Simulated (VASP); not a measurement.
Set up this calculation in VASP 6.6.1, as the native input.

* Task: single point
* Functional: PBEsol
* Potentials or basis: VASP PAW PBE potentials, release 64 (B, P)
* Cutoff: 500 eV
* k mesh: 6 × 6 × 6
* Occupations: gaussian, width 0.1 eV
* Spin: no spin polarisation
* Dipole correction: no
* Further INCAR settings: ALGO = Normal; EDIFF = 1e-06; NBANDS = 11

The structure of BP lies in POSCAR:

```
BP
1.0
    0.0000000000      2.5264037165      2.5264037165
    2.5264037165      0.0000000000      2.5264037165
    2.5264037165      2.5264037165      0.0000000000
B P
1 1
Direct
    0.0000000000      0.0000000000      0.0000000000
    0.7500000000      0.7500000000      0.7500000000
```

This cell differs from its parent crystal: Ga replaced by B, lengths x 0.900, strained.

The input as run:

INCAR

```
SYSTEM = BP
ALGO = Normal ; EDIFF = 1E-6
ENCUT = 500 ; GGA = PS
GGA_COMPAT = .FALSE. ; ISIF = 2
ISMEAR = 0 ; LASPH = .TRUE.
LCHARG = .FALSE. ; LREAL = .FALSE.
LWAVE = .FALSE. ; NBANDS = 11
NELM = 120 ; PREC = Accurate
SIGMA = 0.1
```

KPOINTS

```
k-points
0
G
  6 6 6
  0 0 0
```

Potentials or basis: VASP PAW PBE potentials, release 64 (B, P).

Run with:

```console
$ cat potpaw_PBE.64/B/POTCAR potpaw_PBE.64/P/POTCAR > POTCAR
$ mpirun -np 1 vasp_std > vasp.out
```

It gave:

- Pressure: -29.3 GPa
- Band gap on the k mesh: 1.55 eV, indirect (least direct gap 3.02 eV)

Caveat: the cell differs from its parent crystal (Ga replaced by B, lengths x 0.900, strained); the PAW data sets were made with another functional, which shifts forces and pressure a little.

It took 13 s on 1 thread of AMD EPYC 7R13, with other jobs on the host, peak memory 0.12 GiB.
